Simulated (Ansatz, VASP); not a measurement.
## AlNi in VASP and in Ansatz

```
Al Ni
1.0
     2.89272    0.00000    0.00000
     0.00000    2.89272    0.00000
     0.00000    0.00000    2.89272
Al Ni
1 1
Direct
  0.00000 0.00000 0.97234
  0.50000 0.50000 0.51271
```

Change from the starting cell: mode 6 frozen in at -0.080 Å, equal normal strain along x, y and z +0.0000.

Alike in both runs: task single point; functional PBE; k mesh 16 × 16 × 16; occupations gaussian, width 0.15 eV; no spin polarisation.

```csv
,VASP,Ansatz
version,VASP 6.6.1,Ansatz 0.2.0
potentials or method,"VASP PAW PBE potentials, release 64 (Al, Ni), cutoff 520 eV","scalar-relativistic, plane waves, PAW"
valence electrons in the cell,13,21
```

```tsv
	VASP	Ansatz	Ansatz less VASP
gap on the k mesh at the Fermi level (eV)	none	none	-
pressure (GPa)	0.9	0.9	-0.06
traceless stress, the component that is largest in VASP (GPa)	-0.43	-0.42	+0.005
rms of the force components (eV/Å)	0.384	0.382	-0.0025
```

Atom by atom the forces differ by 0.002 eV/Å (rms over components). A gap of «none» marks a metal or a gap that the smearing closes. VASP's potentials hold 13 valence electrons a cell and Ansatz's 21, so a difference there can come from the potentials and not from the codes.
